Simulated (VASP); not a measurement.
# Ca12Bi4PN3 (a cell with a defect) in VASP: electric field gradients with PBE

Aim: the electric field gradients of Ca12Bi4PN3 (a cell with a defect) with PBE.

All numbers are computed with VASP 6.6.1; they aren't measurements. Logs are shortened: lines on timing, memory, paths and dates and some standing lists are left out, and cuts for length are marked.

## (1) The cell of the first run

The cell holds a defect, 20 atoms: a = 8.467 Å, b = 8.467 Å, c = 8.467 Å, α = 109.47°, β = 109.47°, γ = 109.47°.

## (2) Electric field gradients, PBE

The input, INCAR:

```
SYSTEM = Ca12Bi4PN3
  ALGO = Normal
  EDIFF = 1E-8
  ENCUT = 520
  GGA = PE
  ISIF = 2
  ISMEAR = -1
  LASPH = .TRUE.
  LCHARG = .FALSE.
  LEFG = .TRUE.
  LREAL = Auto
  LWAVE = .FALSE.
  NBANDS = 116
  NELM = 80
  PREC = Accurate
  SIGMA = 0.01
```

The input, KPOINTS:

```
k-points
0
G
  3 3 3
  0 0 0
```

The input, POSCAR:

```
Ca12Bi4PN3
1.0
   -4.8884000000      4.8884000000      4.8884000000
    4.8884000000     -4.8884000000      4.8884000000
    4.8884000000      4.8884000000     -4.8884000000
Ca Bi P N
12 4 1 3
Direct
    0.5000000000      0.2500000000      0.2500000000
    0.0000000000      0.7500000000      0.2500000000
    0.0000000000      0.2500000000      0.7500000000
    0.5000000000      0.7500000000      0.7500000000
    0.2500000000      0.5000000000      0.2500000000
    0.7500000000      0.0000000000      0.2500000000
    0.7500000000      0.5000000000      0.7500000000
    0.2500000000      0.0000000000      0.7500000000
    0.2500000000      0.2500000000      0.5000000000
    0.7500000000      0.7500000000      0.5000000000
    0.7500000000      0.2500000000      0.0000000000
    0.2500000000      0.7500000000      0.0000000000
    0.0000000000      0.0000000000      0.0000000000
    0.5000000000      0.5000000000      0.0000000000
    0.5000000000      0.0000000000      0.5000000000
    0.0000000000      0.5000000000      0.5000000000
    0.5000000000      0.5000000000      0.5000000000
    0.0000000000      0.0000000000      0.5000000000
    0.0000000000      0.5000000000      0.0000000000
    0.5000000000      0.0000000000      0.0000000000
```

Potentials or basis: VASP PAW PBE potentials, release 64 (Ca_sv, Bi_d, P, N).

Launch:

```sh
$ cat potpaw_PBE.64/Ca_sv/POTCAR potpaw_PBE.64/Bi_d/POTCAR potpaw_PBE.64/P/POTCAR potpaw_PBE.64/N/POTCAR > POTCAR
$ mpirun -np 1 vasp_std > vasp.out
```

OUTCAR:

```text
SYSTEM = Ca12Bi4PN3
   EDIFF = 1E-8
   ENCUT = 520
   GGA = PE
   ISIF = 2
   ISMEAR = -1
   LASPH = .TRUE.
   LREAL = Auto
   NELM = 80
   PREC = Accurate

 ion  position               nearest neighbor table
   1  0.500  0.250  0.250-  17 2.44  20 2.44  16 3.46  14 3.46  15 3.46  13 3.46
   2  0.000  0.750  0.250-  18 2.44  19 2.44  16 3.46  13 3.46  15 3.46  14 3.46
   3  0.000  0.250  0.750-  18 2.44  19 2.44  16 3.46  13 3.46  14 3.46  15 3.46
   4  0.500  0.750  0.750-  17 2.44  20 2.44  15 3.46  13 3.46  14 3.46  16 3.46
   5  0.250  0.500  0.250-  17 2.44  19 2.44  16 3.46  14 3.46  15 3.46  13 3.46
   6  0.750  0.000  0.250-  18 2.44  20 2.44  16 3.46  13 3.46  15 3.46  14 3.46
   7  0.750  0.500  0.750-  17 2.44  19 2.44  16 3.46  13 3.46  14 3.46  15 3.46
   8  0.250  0.000  0.750-  18 2.44  20 2.44  15 3.46  13 3.46  14 3.46  16 3.46
   9  0.250  0.250  0.500-  17 2.44  18 2.44  16 3.46  14 3.46  15 3.46  13 3.46
  10  0.750  0.750  0.500-  17 2.44  18 2.44  16 3.46  13 3.46  15 3.46  14 3.46
  11  0.750  0.250  0.000-  19 2.44  20 2.44  16 3.46  13 3.46  14 3.46  15 3.46
  12  0.250  0.750  0.000-  19 2.44  20 2.44  15 3.46  13 3.46  14 3.46  16 3.46
  13  0.000  0.000  0.000-   1 3.46   2 3.46   3 3.46   5 3.46   6 3.46   8 3.46   9 3.46  11 3.46
                            12 3.46  10 3.46   7 3.46   4 3.46
  14  0.500  0.500  0.000-   1 3.46   2 3.46   4 3.46   5 3.46   6 3.46   7 3.46  10 3.46  11 3.46
                            12 3.46   9 3.46   8 3.46   3 3.46
  15  0.500  0.000  0.500-   1 3.46   3 3.46   4 3.46   6 3.46   7 3.46   8 3.46   9 3.46  10 3.46
                            11 3.46  12 3.46   5 3.46   2 3.46
  16  0.000  0.500  0.500-   2 3.46   3 3.46   4 3.46   5 3.46   7 3.46   8 3.46   9 3.46  10 3.46
                            12 3.46  11 3.46   6 3.46   1 3.46
  17  0.500  0.500  0.500-   1 2.44   4 2.44   5 2.44   7 2.44   9 2.44  10 2.44
  18  0.000  0.000  0.500-   2 2.44   3 2.44   6 2.44   8 2.44   9 2.44  10 2.44
  19  0.000  0.500  0.000-   2 2.44   3 2.44   5 2.44   7 2.44  11 2.44  12 2.44
  20  0.500  0.000  0.000-   1 2.44   4 2.44   6 2.44   8 2.44  11 2.44  12 2.44

  LATTYP: Found a body centered cubic cell.
 ALAT       =     9.7768000000

  Lattice vectors:

 A1 = (  -4.8884000000,   4.8884000000,   4.8884000000)
 A2 = (   4.8884000000,  -4.8884000000,   4.8884000000)
 A3 = (   4.8884000000,   4.8884000000,  -4.8884000000)

Analysis of symmetry for initial positions (statically):
=====================================================================
 Subroutine PRICEL returns:
 Original cell was already a primitive cell.

 Routine SETGRP: Setting up the symmetry group for a
 body centered cubic supercell.

 Subroutine GETGRP returns: Found 48 space group operations
 (whereof 12 operations were pure point group operations)
 out of a pool of 48 trial point group operations.

The static configuration has the point symmetry D_3d.
 The point group associated with its full space group is O_h .

Analysis of symmetry for dynamics (positions and initial velocities):
=====================================================================
 Subroutine PRICEL returns:
 Original cell was already a primitive cell.

 Routine SETGRP: Setting up the symmetry group for a
 body centered cubic supercell.

 Subroutine GETGRP returns: Found 48 space group operations
 (whereof 12 operations were pure point group operations)
 out of a pool of 48 trial point group operations.

The dynamic configuration has the point symmetry D_3d.
 The point group associated with its full space group is O_h .

 Subroutine INISYM returns: Found 48 space group operations
 (whereof 12 operations are pure point group operations),
 and found     1 'primitive' translations

----------------------------------------------------------------------------------------

                                     Primitive cell

  volume of cell :     467.2617

  direct lattice vectors                    reciprocal lattice vectors
    -4.888400000  4.888400000  4.888400000     0.000000000  0.102282956  0.102282956
     4.888400000 -4.888400000  4.888400000     0.102282956  0.000000000  0.102282956
[... 110 lines left out ...]
   PSTRESS=    0.0 pullay stress
   NELECT =     200.0000    total number of electrons
   NUPDOWN=      -1.0000    fix difference up-down
   EMIN   =  10.00;   EMAX   =-10.00  energy-range for DOS
   EFERMI =   0.00;   METHOD = LEGACY
   ISMEAR =    -1;   SIGMA  =   0.01  broadening in eV -4-tet -1-fermi 0-gaus
   EFERMI_NEDOS =   21; number of points for ismear=-14 and -15
   IALGO  =     38    algorithm
   IMIX   =      4    mixing-type and parameters
     AMIX     =   0.40;   BMIX     =  1.00
     AMIX_MAG =   1.60;   BMIX_MAG =  1.00
  volume/ion in A,a.u.               =      23.36       157.66
  Fermi-wavevector in a.u.,A,eV,Ry     =   1.233762  2.331472 20.710366  1.522169
  Thomas-Fermi vector in A             =   2.368479
   LORBIT       =      0    0 simple, 1 ext, 2 COOP (PROOUT), +10 PAW based schemes
   GGA     = PE    functional components
   LHFCALC =     F    Hartree Fock is set to
   AEXX    =    0.0000 exact exchange contribution
   IVDW    =     0    specifies the selected vdW correction
   LEPSILON=     F    determine dielectric tensor
   LRPA    =     F    only Hartree local field effects (RPA)
 non-spin polarized calculation
  energy-cutoff  :      520.00
  volume of cell :      467.26
 maximum number of plane-waves:     12623
   NGX = 31   NGY = 31   NGZ = 31

 number of electron     200.0000001 magnetization

 Free energy of the ion-electron system (eV)
  ---------------------------------------------------
  ext. energy  EPLUGINS =         0.00000000
  ---------------------------------------------------
  free energy    TOTEN  =       -87.08491783 eV

  energy without entropy =      -87.08491781  energy(sigma->0) =      -87.08491782

 E-fermi :   5.2225     XC(G=0):  -9.7089

 val. band max:        5.0755896463   @ k =   0.0000   0.0000   0.0000
 cond. band min:       5.3653124824   @ k =   0.0000   0.0000   0.0000
 fundamental gap:      0.2897228361
 Fermi energy:         5.2224803557

 k-point     1 :       0.0000    0.0000    0.0000
  band No.  band energies     occupation
      1     -35.5261      2.00000
      2     -35.4934      2.00000
      3     -35.4934      2.00000
      4     -35.4934      2.00000
      5     -35.4836      2.00000
      6     -35.4836      2.00000
[... 449 lines left out ...]
    111       7.3919      0.00000
    112       7.3919      0.00000
 [bands above 112 left out]

------------------------ aborting loop because EDIFF is reached ----------------------------------------

  FORCE on cell =-STRESS in cart. coord.  units (eV):
  Direction    XX          YY          ZZ          XY          YZ          ZX
  --------------------------------------------------------------------------------------
  -------------------------------------------------------------------------------------
  Total       17.9363826     17.9363826     17.9363826     -0.0000000      0.0000000     -0.0000000
  in kB       61.5014341     61.5014341     61.5014341     -0.0000000      0.0000000     -0.0000000
  external PRESSURE =      61.5014341 kB  Pullay stress =       0.0000000 kB

 VOLUME and BASIS-vectors are now :
 -----------------------------------------------------------------------------
  energy-cutoff  :      520.00
  volume of cell :      467.26
      direct lattice vectors                 reciprocal lattice vectors
    -4.888400000  4.888400000  4.888400000     0.000000000  0.102282956  0.102282956
     4.888400000 -4.888400000  4.888400000     0.102282956  0.000000000  0.102282956
     4.888400000  4.888400000 -4.888400000     0.102282956  0.102282956  0.000000000

 POSITION                                       TOTAL-FORCE (eV/Angst)
 -----------------------------------------------------------------------------------
      0.00000      2.44420      2.44420        -3.098484      0.000000      0.000000
      4.88840     -2.44420      2.44420        -0.000000      0.000000      0.000000
      4.88840      2.44420     -2.44420        -0.000000      0.000000      0.000000
      4.88840      2.44420      2.44420         3.098484      0.000000      0.000000
      2.44420      0.00000      2.44420        -0.000000     -3.098484      0.000000
     -2.44420      4.88840      2.44420        -0.000000      0.000000      0.000000
[... 12 lines left out ...]
      2.44420     -2.44420      2.44420        -0.000000      0.000000      0.000000
     -2.44420      2.44420      2.44420        -0.000000      0.000000      0.000000
 -----------------------------------------------------------------------------------
    total drift:                               -0.000000      0.000000     -0.000000

  FREE ENERGIE OF THE ION-ELECTRON SYSTEM (eV)
  ---------------------------------------------------
  free  energy   TOTEN  =       -87.0849178348 eV

  energy  without entropy=      -87.0849178060  energy(sigma->0) =      -87.08491782

 Electric field gradients (V/A^2)
---------------------------------------------------------------------
 ion       V_xx      V_yy      V_zz      V_xy      V_xz      V_yz
---------------------------------------------------------------------
   1    -103.417    51.709    51.709    -0.000    -0.000    -0.000
   2     -88.534    44.267    44.267    -0.000    -0.000    -0.000
   3     -88.534    44.267    44.267    -0.000    -0.000    -0.000
   4    -103.417    51.709    51.709    -0.000    -0.000    -0.000
   5      51.709  -103.417    51.709    -0.000    -0.000    -0.000
   6      44.267   -88.534    44.267    -0.000    -0.000    -0.000
[... 12 lines left out ...]
  19       0.108    -0.215     0.108    -0.001    -0.001    -0.001
  20      -0.215     0.108     0.108    -0.001    -0.001    -0.001
---------------------------------------------------------------------

 Electric field gradients after diagonalization (V/A^2)
 (convention: |V_zz| > |V_xx| > |V_yy|)
----------------------------------------------------------------------
 ion       V_xx      V_yy      V_zz     asymmetry (V_yy - V_xx)/ V_zz
----------------------------------------------------------------------
   1      51.709    51.708  -103.417       0.000
   2      44.267    44.267   -88.534       0.000
   3      44.267    44.267   -88.534       0.000
   4      51.709    51.708  -103.417       0.000
   5      51.709    51.708  -103.417       0.000
   6      44.267    44.267   -88.534       0.000
[... 12 lines left out ...]
  19       0.109     0.106    -0.215       0.014
  20       0.109     0.106    -0.215       0.014
----------------------------------------------------------------------

           NMR quadrupolar parameters

 Cq : quadrupolar parameter    Cq=e*Q*V_zz/h
 eta: asymmetry parameters     (V_yy - V_xx)/ V_zz
 Q  : nuclear electric quadrupole moment in mb (millibarn)
----------------------------------------------------------------------
 ion       Cq(MHz)       eta       Q (mb)
----------------------------------------------------------------------
   1      -0.250       0.000       1.000
   2      -0.214       0.000       1.000
   3      -0.214       0.000       1.000
   4      -0.250       0.000       1.000
   5      -0.250       0.000       1.000
   6      -0.214       0.000       1.000
[... 12 lines left out ...]
  19      -0.001       0.014       1.000
  20      -0.001       0.014       1.000
----------------------------------------------------------------------
```

Wall time 13 min (1 thread of AMD EPYC 7R13 (Zen 3), shared host); peak memory 0.63 GiB.

What came out:

```yaml
Free_energy: -87.0849 eV
Pressure: 6.2 GPa
Largest_force: 3.098 eV/Å
Band_gap_on_the_k_mesh: 0.29 eV
Largest_electric_field_gradient_by_atom: Ca -103.4, -88.5 (each value once); Bi +33.2; P +0.0; N -0.2 V/Å²
```

Forces in eV/Å, atoms in the order of the input:
```
Ca  -3.098  0.000  0.000
Ca   0.000  0.000  0.000
Ca   0.000  0.000  0.000
Ca   3.098  0.000  0.000
Ca   0.000 -3.098  0.000
Ca   0.000  0.000  0.000
Ca   0.000  3.098  0.000
Ca   0.000  0.000  0.000
Ca   0.000  0.000 -3.098
Ca   0.000  0.000  3.098
Ca   0.000  0.000  0.000
Ca   0.000  0.000  0.000
Bi   0.000  0.000  0.000
Bi   0.000  0.000  0.000
Bi   0.000  0.000  0.000
Bi   0.000  0.000  0.000
P    0.000  0.000  0.000
N    0.000  0.000  0.000
N    0.000  0.000  0.000
N    0.000  0.000  0.000
```

Electric field gradients, principal values (V/Å²):
| atom | least | middle | greatest (by size) |
| --- | --- | --- | --- |
| 1 Ca | 51.708 | 51.709 | -103.417 |
| 2 Ca | 44.267 | 44.267 | -88.534 |
| 3 Ca | 44.267 | 44.267 | -88.534 |
| 4 Ca | 51.708 | 51.709 | -103.417 |
| 5 Ca | 51.708 | 51.709 | -103.417 |
| 6 Ca | 44.267 | 44.267 | -88.534 |
| 7 Ca | 51.708 | 51.709 | -103.417 |
| 8 Ca | 44.267 | 44.267 | -88.534 |
| 9 Ca | 51.708 | 51.709 | -103.417 |
| 10 Ca | 51.708 | 51.709 | -103.417 |
| 11 Ca | 44.267 | 44.267 | -88.534 |
| 12 Ca | 44.267 | 44.267 | -88.534 |
| 13 Bi | -16.599 | -16.599 | 33.199 |
| 14 Bi | -16.599 | -16.605 | 33.204 |
| 15 Bi | -16.599 | -16.605 | 33.204 |
| 16 Bi | -16.599 | -16.605 | 33.204 |
| 17 P | -0.001 | -0.001 | 0.002 |
| 18 N | 0.106 | 0.109 | -0.215 |
| 19 N | 0.106 | 0.109 | -0.215 |
| 20 N | 0.106 | 0.109 | -0.215 |

Caveat: without QUAD_EFG the Cq values of the log hold for a quadrupole moment of 1 mb, not for the nuclei; spin-orbit coupling is left out, which moves the levels of the heavy elements.
